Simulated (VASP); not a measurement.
# SnO2 (P4_2/mnm) in VASP: notebook

Runs on SnO2. Level: PBE. Tasks: electric field gradients.

All numbers are computed with VASP 6.6.1; they aren't measurements. Logs are shortened: lines on timing, memory, paths and dates and some standing lists are left out, and cuts for length are marked.

## (1) The cell of the first run

It takes space group P4_2/mnm (No. 136, tetragonal). The conventional cell has a = 4.769 Å, b = 4.769 Å, c = 3.208 Å, α = 90.00°, β = 90.00°, γ = 90.00°. Sn (site symmetry mmm) has 6 O at 2.06 to 2.07 Å within 2.7 Å. Within 2.7 Å of O (site symmetry m2m) lie 3 Sn at 2.06 to 2.07 Å and 1 O at 2.62 Å.

## (2) Electric field gradients, PBE (volume scaled by 1.02)

The input, INCAR:

```
PREC = Accurate ; ENCUT = 520
EDIFF = 1E-8 ; ISMEAR = -1
SIGMA = 0.03 ; LREAL = False
LASPH = True ; NELM = 100
ALGO = Normal ; ISIF = 2
LWAVE = False ; LCHARG = False
GGA = PE ; LEFG = True
NBANDS = 35
```

The input, KPOINTS:

```
Automatic mesh
0
Gamma
  4 4 6
```

The input, POSCAR:

```
SnO2
1.0
    4.7687240931      0.0000000000      0.0000000000
    0.0000000000      4.7687240931      0.0000000000
    0.0000000000      0.0000000000      3.2075026017
Sn O
2 4
Direct
    0.0000000000      0.0000000000      0.0000000000
    0.5000000000      0.5000000000      0.5000000000
    0.3056200000      0.3056200000      0.0000000000
    0.1943800000      0.8056200000      0.5000000000
    0.6943800000      0.6943800000      0.0000000000
    0.8056200000      0.1943800000      0.5000000000
```

Potentials or basis: VASP PAW PBE potentials, release 64 (Sn_d, O).

Run with:

```sh
$ cat potpaw_PBE.64/Sn_d/POTCAR potpaw_PBE.64/O/POTCAR > POTCAR
$ mpirun -np 1 vasp_std > vasp.out
```

OUTCAR:

```text
PREC = Accurate
   ENCUT = 520
   EDIFF = 1E-8
   ISMEAR = -1
   LREAL = False
   LASPH = True
   NELM = 100
   ISIF = 2
   GGA = PE

 ion  position               nearest neighbor table
   1  0.000  0.000  0.000-   3 2.06   5 2.06   4 2.07   6 2.07   4 2.07   6 2.07   2 3.73   2 3.73
                             2 3.73   2 3.73   2 3.73   2 3.73   2 3.73   2 3.73
   2  0.500  0.500  0.500-   4 2.06   6 2.06   5 2.07   3 2.07   3 2.07   5 2.07   1 3.73   1 3.73
                             1 3.73   1 3.73   1 3.73   1 3.73   1 3.73   1 3.73
   3  0.306  0.306  0.000-   1 2.06   2 2.07   2 2.07
   4  0.194  0.806  0.500-   2 2.06   1 2.07   1 2.07
   5  0.694  0.694  0.000-   1 2.06   2 2.07   2 2.07
   6  0.806  0.194  0.500-   2 2.06   1 2.07   1 2.07

  LATTYP: Found a simple tetragonal cell.
 ALAT       =     4.7687240931
 C/A-ratio  =     0.6726123255

  Lattice vectors:

 A1 = (   4.7687240931,   0.0000000000,   0.0000000000)
 A2 = (   0.0000000000,   4.7687240931,   0.0000000000)
 A3 = (   0.0000000000,   0.0000000000,   3.2075026017)

Analysis of symmetry for initial positions (statically):
=====================================================================
 Subroutine PRICEL returns:
 Original cell was already a primitive cell.

 Routine SETGRP: Setting up the symmetry group for a
 simple tetragonal supercell.

 Subroutine GETGRP returns: Found 16 space group operations
 (whereof  8 operations were pure point group operations)
 out of a pool of 16 trial point group operations.

The static configuration has the point symmetry D_2h.
 The point group associated with its full space group is D_4h.

Analysis of symmetry for dynamics (positions and initial velocities):
=====================================================================
 Subroutine PRICEL returns:
 Original cell was already a primitive cell.

 Routine SETGRP: Setting up the symmetry group for a
 simple tetragonal supercell.

 Subroutine GETGRP returns: Found 16 space group operations
 (whereof  8 operations were pure point group operations)
 out of a pool of 16 trial point group operations.

The dynamic configuration has the point symmetry D_2h.
 The point group associated with its full space group is D_4h.

 Subroutine INISYM returns: Found 16 space group operations
 (whereof  8 operations are pure point group operations),
 and found     1 'primitive' translations

----------------------------------------------------------------------------------------

                                     Primitive cell

  volume of cell :      72.9409

  direct lattice vectors                    reciprocal lattice vectors
     4.768724093  0.000000000  0.000000000     0.209699698  0.000000000  0.000000000
     0.000000000  4.768724093  0.000000000     0.000000000  0.209699698  0.000000000
     0.000000000  0.000000000  3.207502602     0.000000000  0.000000000  0.311769038

  length of vectors
     4.768724093  4.768724093  3.207502602     0.209699698  0.209699698  0.311769038

  position of ions in fractional coordinates (direct lattice)
     0.000000000  0.000000000  0.000000000
     0.500000000  0.500000000  0.500000000
     0.305620000  0.305620000  0.000000000
     0.194380000  0.805620000  0.500000000
     0.694380000  0.694380000  0.000000000
     0.805620000  0.194380000  0.500000000

  ion indices of the primitive-cell ions
   primitive index   ion index
                 1           1
                 2           2
                 3           3
                 4           4
                 5           5
                 6           6

----------------------------------------------------------------------------------------

 KPOINTS: Automatic mesh

Automatic generation of k-mesh.
 Grid dimensions read from file:
 generate k-points for:    4    4    6

 Generating k-lattice:
[... 56 lines left out ...]
   LNONCOLLINEAR =      F non collinear calculations
   LSORBIT =      F    spin-orbit coupling
   LASPH  =      T    aspherical Exc in radial PAW
   ENCUT  =  520.0 eV  38.22 Ry    6.18 a.u.   8.87  8.87  5.96*2*pi/ulx,y,z
   NELM   =    100;   NELMIN=  2; NELMDL= -5     # of ELM steps
   EDIFF  = 0.1E-07   stopping-criterion for ELM
   LREAL  =      F    real-space projection
   EDIFFG = 0.1E-06   stopping-criterion for IOM
   NSW    =      0    number of steps for IOM
   IBRION =     -1    ionic relax: 0-MD 1-quasi-New 2-CG
   NFREE  =      0    steps in history (QN), initial steepest desc. (CG)
   ISIF   =      2    stress and relaxation
   ISYM   =      2    0-nonsym 1-usesym 2-fastsym
   POTIM  = 0.5000    time-step for ionic-motion
   TEBEG  =    0.0;   TEEND  =   0.0 temperature during run
   PSTRESS=    0.0 pullay stress
   NELECT =      52.0000    total number of electrons
   NUPDOWN=      -1.0000    fix difference up-down
   EMIN   =  10.00;   EMAX   =-10.00  energy-range for DOS
   EFERMI =   0.00;   METHOD = LEGACY
   ISMEAR =    -1;   SIGMA  =   0.03  broadening in eV -4-tet -1-fermi 0-gaus
   EFERMI_NEDOS =   21; number of points for ismear=-14 and -15
   IALGO  =     38    algorithm
   IMIX   =      4    mixing-type and parameters
     AMIX     =   0.40;   BMIX     =  1.00
     AMIX_MAG =   1.60;   BMIX_MAG =  1.00
  volume/ion in A,a.u.               =      12.16        82.04
  Fermi-wavevector in a.u.,A,eV,Ry     =   1.462465  2.763658 29.100193  2.138804
  Thomas-Fermi vector in A             =   2.578675
   LORBIT       =      0    0 simple, 1 ext, 2 COOP (PROOUT), +10 PAW based schemes
   GGA     = PE    functional components
   LHFCALC =     F    Hartree Fock is set to
   AEXX    =    0.0000 exact exchange contribution
   IVDW    =     0    specifies the selected vdW correction
   LEPSILON=     F    determine dielectric tensor
   LRPA    =     F    only Hartree local field effects (RPA)
 non-spin polarized calculation
  energy-cutoff  :      520.00
  volume of cell :       72.94
 maximum number of plane-waves:      1992
 NGX is ok and might be reduce to    36
   NGX = 17   NGY = 17   NGZ = 11

 number of electron      52.0000006 magnetization

 Free energy of the ion-electron system (eV)
  ---------------------------------------------------
  ext. energy  EPLUGINS =         0.00000000
  ---------------------------------------------------
  free energy    TOTEN  =       -37.24826030 eV

  energy without entropy =      -37.24826030  energy(sigma->0) =      -37.24826030

 E-fermi :   6.4285     XC(G=0): -11.1568

 val. band max:        5.9228670311   @ k =   0.0000   0.0000   0.0000
 cond. band min:       6.9370026568   @ k =   0.0000   0.0000   0.0000
 fundamental gap:      1.0141356257
 Fermi energy:         6.4285096961

 k-point     1 :       0.0000    0.0000    0.0000
  band No.  band energies     occupation
      1     -15.1636      2.00000
      2     -14.4083      2.00000
      3     -14.1850      2.00000
      4     -14.1567      2.00000
      5     -14.1567      2.00000
      6     -14.0942      2.00000
[... 901 lines left out ...]
     34      16.8643      0.00000
     35      18.9523      0.00000

------------------------ aborting loop because EDIFF is reached ----------------------------------------

  FORCE on cell =-STRESS in cart. coord.  units (eV):
  Direction    XX          YY          ZZ          XY          YZ          ZX
  --------------------------------------------------------------------------------------
  -------------------------------------------------------------------------------------
  Total        2.9974481      2.9974481      3.6367327      0.0000000      0.0000000      0.0000000
  in kB       65.8401548     65.8401548     79.8822982      0.0000000      0.0000000      0.0000000
  external PRESSURE =      70.5208693 kB  Pullay stress =       0.0000000 kB

 VOLUME and BASIS-vectors are now :
 -----------------------------------------------------------------------------
  energy-cutoff  :      520.00
  volume of cell :       72.94
      direct lattice vectors                 reciprocal lattice vectors
     4.768724093  0.000000000  0.000000000     0.209699698  0.000000000  0.000000000
     0.000000000  4.768724093  0.000000000     0.000000000  0.209699698  0.000000000
     0.000000000  0.000000000  3.207502602     0.000000000  0.000000000  0.311769038

 POSITION                                       TOTAL-FORCE (eV/Angst)
 -----------------------------------------------------------------------------------
      0.00000      0.00000      0.00000         0.000000     -0.000000     -0.000000
      2.38436      2.38436      1.60375         0.000000     -0.000000     -0.000000
      1.45742      1.45742      0.00000         0.011043      0.011043      0.000000
      0.92694      3.84178      1.60375        -0.011043      0.011043     -0.000000
      3.31131      3.31131      0.00000        -0.011043     -0.011043     -0.000000
      3.84178      0.92694      1.60375         0.011043     -0.011043     -0.000000
 -----------------------------------------------------------------------------------
    total drift:                                0.000000      0.000000      0.000000

  FREE ENERGIE OF THE ION-ELECTRON SYSTEM (eV)
  ---------------------------------------------------
  free  energy   TOTEN  =       -37.2482602983 eV

  energy  without entropy=      -37.2482602972  energy(sigma->0) =      -37.24826030

 Electric field gradients (V/A^2)
---------------------------------------------------------------------
 ion       V_xx      V_yy      V_zz      V_xy      V_xz      V_yz
---------------------------------------------------------------------
   1      24.067    24.067   -48.133   -29.927    -0.000     0.000
   2      24.067    24.067   -48.133    29.927    -0.000    -0.000
   3     -23.504   -23.504    47.009    85.415     0.000     0.000
   4     -23.504   -23.504    47.009   -85.415    -0.000    -0.000
   5     -23.504   -23.504    47.009    85.415    -0.000    -0.000
   6     -23.504   -23.504    47.009   -85.415     0.000     0.000
---------------------------------------------------------------------

 Electric field gradients after diagonalization (V/A^2)
 (convention: |V_zz| > |V_xx| > |V_yy|)
----------------------------------------------------------------------
 ion       V_xx      V_yy      V_zz     asymmetry (V_yy - V_xx)/ V_zz
----------------------------------------------------------------------
   1     -48.133    -5.861    53.994       0.783
   2     -48.133    -5.861    53.994       0.783
   3      61.910    47.009  -108.919       0.137
   4      61.910    47.009  -108.919       0.137
   5      61.910    47.009  -108.919       0.137
   6      61.910    47.009  -108.919       0.137
----------------------------------------------------------------------

           NMR quadrupolar parameters

 Cq : quadrupolar parameter    Cq=e*Q*V_zz/h
 eta: asymmetry parameters     (V_yy - V_xx)/ V_zz
 Q  : nuclear electric quadrupole moment in mb (millibarn)
----------------------------------------------------------------------
 ion       Cq(MHz)       eta       Q (mb)
----------------------------------------------------------------------
   1       0.131       0.783       1.000
   2       0.131       0.783       1.000
   3      -0.263       0.137       1.000
   4      -0.263       0.137       1.000
   5      -0.263       0.137       1.000
   6      -0.263       0.137       1.000
----------------------------------------------------------------------
```

It took 45 s on 1 thread of AMD EPYC 7R13 (Zen 3), shared host; peak memory 0.17 GiB.

What came out:

| Quantity | Value |
| --- | --- |
| Free energy | -37.2483 eV |
| Pressure | 7.1 GPa |
| Largest force | 0.016 eV/Å |
| Band gap on the k mesh | 1.01 eV, direct |

Forces on the atoms (eV/Å):
```
Sn   0.000  0.000  0.000
Sn   0.000  0.000  0.000
O    0.011  0.011  0.000
O   -0.011  0.011  0.000
O   -0.011 -0.011  0.000
O    0.011 -0.011  0.000
```

Electric field gradients, principal values (V/Å²):
```tsv
atom	least	middle	greatest (by size)
1 Sn	-5.861	-48.133	53.994
2 Sn	-5.861	-48.133	53.994
3 O	47.009	61.910	-108.919
4 O	47.009	61.910	-108.919
5 O	47.009	61.910	-108.919
6 O	47.009	61.910	-108.919
```

Caveat: without QUAD_EFG the Cq values of the log hold for a quadrupole moment of 1 mb, not for the nuclei; spin-orbit coupling is left out, which moves the levels of the heavy elements.

(Continued in part 2 of 2.)
